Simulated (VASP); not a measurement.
Wanted: the native input for a VASP 6.6.1 run.

| Quantity | Value |
| --- | --- |
| Task | single point |
| Functional | LDA |
| Potentials or basis | VASP PAW LDA potentials, release 64 (Te, Pt) |
| Cutoff | 520 eV |
| k mesh | 12 × 12 × 8 |
| Occupations | gaussian, width 0.15 eV |
| Spin | no spin polarisation |
| Dipole correction | no |
| Further INCAR settings | ALGO = Normal; EDIFF = 1e-07; NBANDS = 24 |

The structure of TePt lies in POSCAR:

```
TePt
1.0
    4.0832422724      0.0000000000      0.0000000000
   -2.0416211362      3.5361915377      0.0000000000
    0.0000000000      0.0000000000      5.3532323131
Te Pt
2 2
Direct
    0.3333333333      0.6666666667      0.2500000000
    0.6666666667      0.3333333333      0.7500000000
    0.0000000000      0.0000000000      0.0000000000
    0.0000000000      0.0000000000      0.5000000000
```

One way to write it, as run:

INCAR

```
SYSTEM = TePt
PREC = Accurate
ENCUT = 520
EDIFF = 1E-7
ISMEAR = 0
SIGMA = 0.15
LREAL = .FALSE.
LASPH = .TRUE.
NELM = 80
ALGO = Normal
ISIF = 2
LWAVE = .FALSE.
LCHARG = .FALSE.
GGA = CA
NBANDS = 24
```

KPOINTS

```
Automatic mesh
0
G
  12 12 8
  0 0 0
```

Potentials or basis: VASP PAW LDA potentials, release 64 (Te, Pt).

The run is started by

```console
$ cat potpaw_LDA.64/Te/POTCAR potpaw_LDA.64/Pt/POTCAR > POTCAR
$ mpirun -np 1 vasp_std > vasp.out
```

Results of the run:

```yaml
Pressure: 15.4 GPa
Band_gap_on_the_k_mesh: zero (bands 16 and 17 overlap by 1.56 eV)
```

Caveat: the cell stands under pressure; spin-orbit coupling is left out, which moves the levels of the heavy elements.

Run time: 3.1 min on 1 thread of Intel Xeon 8259CL, on a shared host, peak memory 0.27 GiB.
